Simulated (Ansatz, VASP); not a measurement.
**Lu2NF3 in VASP and in Ansatz**

```
Lu N F
1.0
     3.80607    0.00000    0.00000
    -1.90304    3.29615    0.00000
     0.00000    0.00000    5.79511
Lu N F
2 1 3
Direct
  0.66667 0.33333 0.73670
  0.66667 0.33333 0.26330
  0.00000 0.00000 0.50000
  0.00000 0.00000 0.00000
  0.33333 0.66667 0.50000
  0.33333 0.66667 0.00000
```

Change from the starting cell: species swapped into the Sr2AlGa3 type (P-6m2, No. 187).

Alike in both runs: functional PBE; k mesh 4 × 4 × 2; occupations gaussian, width 0.15 eV; no spin polarisation.

Ansatz relaxed the structure, and its values are those at the end. VASP's run is a single point on that final structure, the one shown.

```csv
,VASP,Ansatz
version,VASP 6.6.1,Ansatz 0.2.0
potentials or method,"VASP PAW PBE potentials, release 64 (Lu, N, F), cutoff 520 eV","scalar-relativistic, plane waves, PAW"
valence electrons in the cell,76,76
```

```csv
,VASP,Ansatz,Ansatz less VASP
gap on the k mesh at the Fermi level (eV),none,none,-
pressure (GPa),0.1,0.0,-0.15
rms of the force components (eV/Å),0.026,0.009,-0.0169
```

A gap of «none» marks a metal or a gap that the smearing closes.

The k mesh is coarse, so the values compare programs but aren't converged. Spin-orbit coupling is off throughout.
